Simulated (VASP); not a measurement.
# Cd: relaxation of cell and atoms with PBE

Cd:

```
Cd
1.0
    -1.75401    1.75401    1.75401
     1.75401   -1.75401    1.75401
     1.75401    1.75401   -1.75401
Cd
1
Cartesian
  0.0000 0.0000 0.0000
```

```yaml
Program: VASP 6.6.1
Task: relaxation of cell and atoms
Functional: PBE
Potentials_or_basis: VASP PAW PBE potentials, release 64 (Cd)
Cutoff: 600 eV
k_mesh: 13 × 13 × 13
Occupations: fermi-dirac, width 0.1 eV
Spin: no spin polarisation
Dipole_correction: no
Further_INCAR_settings: ALGO = Normal; EDIFF = 1e-06; IBRION = 2; EDIFFG = -0.01; NSW = 80; ISIF = 3
```

```yaml
Relaxed_volume: 23.45 Å³/atom
Relaxed_cell: a = 3.123 Å, b = 3.123 Å, c = 3.123 Å, α = 109.47°, β = 109.47°, γ = 109.47°
Space_group_after_relaxing_to_0.05_Å: Im-3m (No. 229)
Energy_gained_by_relaxing: 21.3 meV/atom
Ionic_steps: 3
Pressure_after_relaxing: 0.0 GPa
Band_gap_on_the_k_mesh: zero (band 6 reaches 4.90 eV, above the bottom of band 7 at 1.44 eV)
```

The path:
```
step  energy change (eV)  largest force (eV/Å)  pressure (GPa)  volume (Å³)
   1              0.0000                0.0000            4.03        21.59
   2             -0.0212                0.0000            0.20        23.33
   3             -0.0213                0.0000           -0.01        23.45
```

Final structure:
```
Cd
1.0
    -1.80314    1.80314    1.80314
     1.80314   -1.80314    1.80314
     1.80314    1.80314   -1.80314
Cd
1
Direct
  0.00000 0.00000 0.00000
```

Levels at points of the mesh, in eV from the Fermi level:
```tsv
k point	band 2	band 3	band 4	band 5	band 6	band 7	band 8	band 9	band 10
(0.00, 0.00, 0.00)	-9.09	-9.09	-8.53	-8.53	-8.33	15.20	15.20	15.20	15.42
```

Wall time 62 s on 1 thread of AMD EPYC 7R13 (shared host), peak memory 0.13 GiB.
